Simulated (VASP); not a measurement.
Input of a VASP 6.6.1 run:

The input POSCAR:

```
CsCl
1.0
    4.1368323595      0.0000000000      0.0000000000
    0.0000000000      4.1368323595      0.0000000000
    0.0000000000      0.0000000000      4.1368323595
Cs Cl
1 1
Direct
    0.0000000000      0.0000000000      0.0000000000
    0.5000000000      0.5000000000      0.5000000000
```

INCAR.step1

```
  PREC = Accurate
  ENCUT = 500
  EDIFF = 1E-5
  ISMEAR = -1
  SIGMA = 0.02
  LREAL = F
  LASPH = T
  NELM = 120
  ALGO = Normal
  LWAVE = T
  LCHARG = F
  GGA = PE
  NBANDS = 15
  GGA_COMPAT = F
  IBRION = 2
  ISIF = 3
  EDIFFG = -0.005
  NELMIN = 4
  NSW = 100
```

Contents of INCAR.step2:

```
  PREC = Accurate
  ENCUT = 500
  EDIFF = 1E-7
  ISMEAR = -1
  SIGMA = 0.02
  LREAL = F
  LASPH = T
  NELM = 120
  ALGO = Normal
  ISIF = 3
  LWAVE = F
  LCHARG = F
  GGA = PE
  LHFCALC = T
  HFSCREEN = 0.2079
  PRECFOCK = Normal
  IBRION = 2
  NSW = 80
  EDIFFG = -0.005
  ISTART = 1
  GGA_COMPAT = F
  NELMIN = 4
```

File KPOINTS:

```
regular mesh
0
Gamma
  4 4 4
```

Potentials or basis: VASP PAW PBE potentials, release 64 (Cs_sv, Cl).

Launch:

```bash
$ cat potpaw_PBE.64/Cs_sv/POTCAR potpaw_PBE.64/Cl/POTCAR > POTCAR
$ cp INCAR.step1 INCAR
$ mpirun -np 1 vasp_std > vasp.out
$ cp INCAR.step2 INCAR
$ mpirun -np 1 vasp_std > vasp.out
```

Q: Estimate the space group after relaxing (to 0.1 Å).

A: Pm-3m (No. 221).

Q: What does it give for the band gap on the k mesh?

A: 6.39 eV.

Final structure:
```xyz
2
Lattice="4.1762 0.0000 0.0000 0.0000 4.1762 0.0000 0.0000 0.0000 4.1762" Properties=species:S:1:pos:R:3 pbc="T T T"
Cs    0.0000    0.0000    0.0000
Cl    2.0881    2.0881    2.0881
```

Caveat: spin-orbit coupling is left out, which moves the levels of the heavy elements.
